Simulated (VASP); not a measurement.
A run of VASP 6.6.1 is set up as follows.

The input POSCAR:

```
PtSe2
1.0
    3.7289014223      0.0000000000      0.0000000000
   -1.8644507112      3.2293233599      0.0000000000
    0.0000000000      0.0000000000      5.0487017110
Pt Se
1 2
Direct
    0.0000000000      0.0000000000      0.0000000000
    0.3333333333      0.6666666667      0.2554299078
    0.6666666667      0.3333333333      0.7445700922
```

The input INCAR.step1:

```
PREC = Accurate
ENCUT = 520
ISMEAR = 0
SIGMA = 0.05
LREAL = F
LASPH = T
NELM = 100
NBANDS = 18
GGA = PE
ALGO = Normal
EDIFF = 1E-4
LWAVE = T
LCHARG = F
```

File INCAR.step2:

```
PREC = Accurate
ENCUT = 520
EDIFF = 1E-6
ISMEAR = 0
SIGMA = 0.05
LREAL = F
LASPH = T
NELM = 100
ALGO = Normal
ISIF = 2
LWAVE = F
LCHARG = F
METAGGA = R2SCAN
LMIXTAU = T
NBANDS = 18
ISTART = 1
```

Contents of KPOINTS:

```
regular mesh
0
Gamma
  10 10 8
```

Potentials or basis: VASP PAW PBE potentials, release 64 (Pt, Se).

The run is started by

```sh
$ cat potpaw_PBE.64/Pt/POTCAR potpaw_PBE.64/Se/POTCAR > POTCAR
$ cp INCAR.step1 INCAR
$ mpirun -np 1 vasp_std > vasp.out
$ cp INCAR.step2 INCAR
$ mpirun -np 1 vasp_std > vasp.out
```

Task: Predict the band gap on the k mesh.

Result: Zero (bands 11 and 12 overlap by 0.46 eV).

Task: Predict the pressure.

Result: 3.1 GPa.

Task: Estimate the largest force.

Result: 0.021 eV/Å.

Stress tensor (GPa, compression positive):
```
3.20 0.00 0.00
0.00 3.20 0.00
0.00 0.00 2.92
```

Caveat: the cell stands under pressure; the PAW data sets were made with another functional, which shifts forces and pressure a little; spin-orbit coupling is left out, which moves the levels of the heavy elements.
